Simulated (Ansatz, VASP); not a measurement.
**One calculation of Na3TlC, two programs**

```
Na Tl C
1.0
     3.98608    0.00000    0.00000
     0.00000    3.98608    0.00000
     0.00000    0.00000    8.99651
Na Tl C
3 1 1
Direct
  0.50000 0.00000 0.93453
  0.00000 0.50000 0.93453
  0.00000 0.00000 0.30037
  0.00000 0.00000 0.64808
  0.50000 0.50000 0.75872
```

Alike in both runs: functional PBE; k mesh 10 × 10 × 4; occupations gaussian, width 0.1 eV; no spin polarisation.

Ansatz relaxed the structure, and its values are those at the end. VASP's run is a single point on that final structure, the one shown.

|  | VASP | Ansatz |
| --- | --- | --- |
| version | VASP 6.6.1 | Ansatz 0.2.0 |
| potentials or method | VASP PAW PBE potentials, release 64 (Na_pv, Tl_d, C), cutoff 520 eV | scalar-relativistic, plane waves, PAW |
| valence electrons in the cell | 38 | 44 |

VASP gave:

| Quantity | Value |
| --- | --- |
| gap on the k mesh at the Fermi level (eV) | none |
| pressure (GPa) | 0.0 |
| rms of the force components (eV/Å) | 0.006 |

Task: What did Ansatz give for the same quantities?

Result: gap on the k mesh at the Fermi level (eV): none; pressure (GPa): 0.0; rms of the force components (eV/Å): 0.002.

A gap of «none» marks a metal or a gap that the smearing closes. With one functional, cell and mesh, what is left measures potentials, basis and numerics. VASP's potentials hold 38 valence electrons a cell and Ansatz's 44, so a difference there can come from the potentials and not from the codes.

Spin-orbit coupling is off throughout.
